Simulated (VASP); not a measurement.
Wanted: the native input for a VASP 6.6.1 run.

| Quantity | Value |
| --- | --- |
| Task | relaxation of cell and atoms |
| Functional | PBE |
| Potentials or basis | VASP PAW PBE potentials, release 64 (Ge_d) |
| Cutoff | 600 eV |
| k mesh | 8 × 8 × 8 |
| Occupations | fermi-dirac, width 0.05 eV |
| Spin | no spin polarisation |
| Target pressure | 5 GPa |
| Dipole correction | no |
| Further INCAR settings | ALGO = Normal; EDIFF = 1e-06; IBRION = 2; EDIFFG = -0.01; NSW = 60; ISIF = 3 |

The structure of Ge lies in POSCAR:

```
Ge
1.0
    0.0000000000      2.8289100000      2.8289100000
    2.8289100000      0.0000000000      2.8289100000
    2.8289100000      2.8289100000      0.0000000000
Ge
2
Direct
    0.7500000000      0.7500000000      0.7500000000
    0.5000000000      0.5000000000      0.5000000000
```

The input as run:

INCAR

```
SYSTEM = Ge
ALGO = Normal ; EDIFF = 1E-6
EDIFFG = -0.01 ; ENCUT = 600
GGA = PE ; IBRION = 2
ISIF = 3 ; ISMEAR = -1
LASPH = .TRUE. ; LCHARG = .FALSE.
LREAL = .FALSE. ; LWAVE = .FALSE.
NELM = 60 ; NSW = 60
PREC = Accurate ; PSTRESS = 50.0
SIGMA = 0.05
```

KPOINTS

```
k-points
0
G
  8 8 8
  0 0 0
```

Potentials or basis: VASP PAW PBE potentials, release 64 (Ge_d).

Launch:

```bash
$ cat potpaw_PBE.64/Ge_d/POTCAR > POTCAR
$ mpirun -np 1 vasp_std > vasp.out
```

It gave:

| Property | Result |
| --- | --- |
| Relaxed volume | 22.25 Å³/atom |
| Relaxed cell | a = 3.977 Å, b = 3.977 Å, c = 3.977 Å, α = 60.00°, β = 60.00°, γ = 60.00° |
| Space group after relaxing (to 0.1 Å) | Fd-3m (No. 227) |
| Energy change on relaxing (the run minimises the enthalpy) | +10.5 meV/atom |
| Ionic steps | 5 |
| Pressure after relaxing | 5.0 GPa |
| Band gap on the k mesh | 0.20 eV |

Caveat: the cell is relaxed towards a set pressure, so the run minimises the enthalpy, not the energy; semilocal functionals underestimate gaps, and a narrow one can read as zero.

Run time: 94 s on 1 thread of Intel Xeon 8259CL (shared host), peak memory 0.19 GiB.
